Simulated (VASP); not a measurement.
## BaS: single point with PBEsol

BaS:

```
CELL_PARAMETERS angstrom
4.37581 0.00000 0.00000
-2.18791 3.78957 0.00000
0.00000 0.00000 7.68364
ATOMIC_POSITIONS crystal
Ba 0.00000 0.00000 0.01041
Ba 0.00000 0.00000 0.50000
S 0.33333 0.66667 0.25000
S 0.66667 0.33333 0.75000
```

This cell differs from its parent crystal: atom 1 (Ba) moved 0.08 Å along z.

```yaml
Program: VASP 6.6.1
Task: single point
Functional: PBEsol
Potentials_or_basis: VASP PAW PBE potentials, release 64 (Ba_sv, S)
Cutoff: 520 eV
k_mesh: 8 × 8 × 6
Occupations: gaussian, width 0.05 eV
Spin: no spin polarisation
Dipole_correction: no
Further_INCAR_settings: ALGO = Normal; EDIFF = 1e-06; NBANDS = 24
```

```yaml
Pressure: 0.8 GPa
Largest_force: 0.490 eV/Å
Band_gap_on_the_k_mesh: 2.13 eV (least direct gap 2.15 eV)
```

Forces in eV/Å, atoms in the order of the input:
```
Ba   0.000  0.000 -0.490
Ba   0.000  0.000  0.305
S    0.000  0.000  0.103
S    0.000  0.000  0.082
```

Stress tensor (GPa, compression positive):
```
0.76 0.00 0.00
0.00 0.76 0.00
0.00 0.00 0.91
```

Levels at points of the mesh, in eV from the valence-band top:
| k point | band 13 | band 14 | band 15 | band 16 | band 17 | band 18 | band 19 | band 20 |
| --- | --- | --- | --- | --- | --- | --- | --- | --- |
| (0.00, 0.00, 0.00) | -1.10 | -0.18 | 0.00 | 0.00 | 2.15 | 3.54 | 3.96 | 3.96 |
| (0.50, 0.00, 0.00) | -1.22 | -0.61 | -0.34 | -0.14 | 2.13 | 3.84 | 5.46 | 5.84 |
| (0.00, 0.00, 0.50) | -0.78 | -0.78 | -0.46 | -0.46 | 3.75 | 3.96 | 4.59 | 4.59 |
| (0.50, 0.00, 0.50) | -0.95 | -0.85 | -0.83 | -0.57 | 3.14 | 3.28 | 5.72 | 5.76 |

Wall time 63 s on 1 thread of Intel(R) Xeon(R) 6975P-C (Granite Rapids), on a shared host, peak memory 0.33 GiB.

Caveat: the cell differs from its parent crystal (atom 1 (Ba) moved 0.08 Å along z); the PAW data sets were made with another functional, which shifts forces and pressure a little; spin-orbit coupling is left out, which moves the levels of the heavy elements. A k mesh can miss the band edges.
